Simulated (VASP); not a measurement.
The system is Sb.

```xyz
2
Lattice="3.3690 0.0000 0.0000 -1.6845 2.9176 0.0000 0.0000 0.0000 5.3300" Properties=species:S:1:pos:R:3 pbc="T T T"
Sb    0.0000    1.9451    1.3325
Sb    1.6845    0.9725    3.9975
```

* Program: VASP 6.6.1
* Task: relaxation of cell and atoms
* Functional: PBEsol
* Potentials or basis: VASP PAW PBE potentials, release 64 (Sb)
* Cutoff: 600 eV
* k mesh: 18 × 18 × 10
* Occupations: gaussian, width 0.1 eV
* Spin: no spin polarisation

At the start: pressure -0.1 GPa; volume 26.20 Å³/atom.

Task: Where does the relaxation end?

Result: Over 7 steps the energy falls by 6.0 meV/atom and the volume is 26.14 Å³/atom (-0.2 %); space group P6_3/mmc (No. 194, to 0.05 Å).

Step by step:
| step | energy change (eV) | largest force (eV/Å) | pressure (GPa) | volume (Å³) |
| --- | --- | --- | --- | --- |
| 1 | 0.0000 | 0.0000 | -0.10 | 52.39 |
| 2 | -0.0051 | 0.0000 | 0.02 | 52.26 |
| 3 | -0.0103 | 0.0000 | 0.66 | 51.84 |
| 4 | -0.0112 | 0.0000 | 0.35 | 52.01 |
| 5 | -0.0115 | 0.0000 | 0.44 | 51.96 |
| 6 | -0.0112 | 0.0000 | -0.51 | 52.69 |
| 7 | -0.0120 | 0.0000 | 0.00 | 52.28 |

Final structure:
```
Sb
1.0
     3.31513    0.00000    0.00000
    -1.65756    2.87098    0.00000
     0.00000    0.00000    5.49306
Sb
2
Direct
  0.33333 0.66667 0.25000
  0.66667 0.33333 0.75000
```

Caveat: the PAW data sets were made with another functional, which shifts forces and pressure a little.
